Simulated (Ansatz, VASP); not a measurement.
**Two plane-wave programs on BAs**

```
CELL_PARAMETERS angstrom
0.00000 2.40441 2.30823
2.40441 0.00000 2.30823
2.40441 2.40441 0.00000
ATOMIC_POSITIONS crystal
B 0.00000 0.00000 0.00000
As 0.75000 0.75000 0.75000
```

Change from the starting cell: strain +0.000 along x and y, -0.040 along z, atoms carried along.

Alike in both runs: task single point; functional PBE; k mesh 10 × 10 × 10; occupations gaussian, width 0.05 eV; no spin polarisation.

|  | VASP | Ansatz |
| --- | --- | --- |
| version | VASP 6.6.1 | Ansatz 0.2.0 |
| potentials or method | VASP PAW PBE potentials, release 64 (B, As), cutoff 520 eV | scalar-relativistic, plane waves, PAW |
| valence electrons in the cell | 8 | 18 |

|  | VASP | Ansatz | Ansatz less VASP |
| --- | --- | --- | --- |
| gap on the k mesh at the Fermi level (eV) | 0.54 | 0.55 | +0.009 |
| least direct gap on the mesh (eV) | 2.88 | 2.89 | +0.004 |
| pressure (GPa) | 6.6 | 5.9 | -0.72 |
| traceless stress, the component that is largest in VASP (GPa) | 5.35 | 5.38 | +0.030 |

With one functional, cell and mesh, what is left measures potentials, basis and numerics. VASP's potentials hold 8 valence electrons a cell and Ansatz's 18, so a difference there can come from the potentials and not from the codes.
